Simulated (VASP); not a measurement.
A run of VASP 6.6.1:

File POSCAR:

```
LiCl
1.0
    0.0000000000      2.5560369926      2.5560369926
    2.5560369926      0.0000000000      2.5560369926
    2.5560369926      2.5560369926      0.0000000000
Li Cl
1 1
Direct
    0.0000000000      0.0000000000      0.0000000000
    0.5000000000      0.5000000000      0.5000000000
```

The input INCAR.step1:

```
PREC = Accurate
ENCUT = 500
EDIFF = 1E-8
ISMEAR = 0
SIGMA = 0.01
LREAL = False
LASPH = True
NELM = 80
ALGO = Normal
LWAVE = True
LCHARG = False
GGA = PE
```

INCAR.step2

```
PREC = Accurate
ENCUT = 500
EDIFF = 1E-8
ISMEAR = 0
SIGMA = 0.01
LREAL = False
LASPH = True
NELM = 1
ALGO = Exact
LWAVE = True
LCHARG = False
GGA = PE
NBANDS = 64
LOPTICS = True
ISTART = 1
```

File INCAR.step3:

```
PREC = Accurate
ENCUT = 500
EDIFF = 1E-8
ISMEAR = 0
SIGMA = 0.01
LREAL = False
LASPH = True
ALGO = EVGW0
LWAVE = False
LCHARG = False
GGA = PE
NELMGW = 1
NBANDS = 64
ENCUTGW = 80.0
NOMEGA = 96
PRECFOCK = Fast
ISTART = 1
NBANDSGW = 12
OMEGAMAX = 20
```

File KPOINTS:

```
Automatic mesh
0
Gamma
  4 4 4
```

Potentials or basis: VASP PAW PBE potentials, release 64 (Li_GW, Cl_GW).

Command:

```console
$ cat potpaw_PBE.64/Li_GW/POTCAR potpaw_PBE.64/Cl_GW/POTCAR > POTCAR
$ cp INCAR.step1 INCAR
$ mpirun -np 1 vasp_std > vasp.out
$ cp INCAR.step2 INCAR
$ mpirun -np 1 vasp_std > vasp.out
$ cp INCAR.step3 INCAR
$ mpirun -np 1 vasp_std > vasp.out
```

Hardware: 1 thread of Intel Xeon 8259CL, with other jobs on the host.

**Question.** How long does it take, and how much memory?

**Answer.** Wall time 100 s on 1 thread of Intel Xeon 8259CL, with other jobs on the host, peak memory 0.29 GiB. Counts: k points 8.
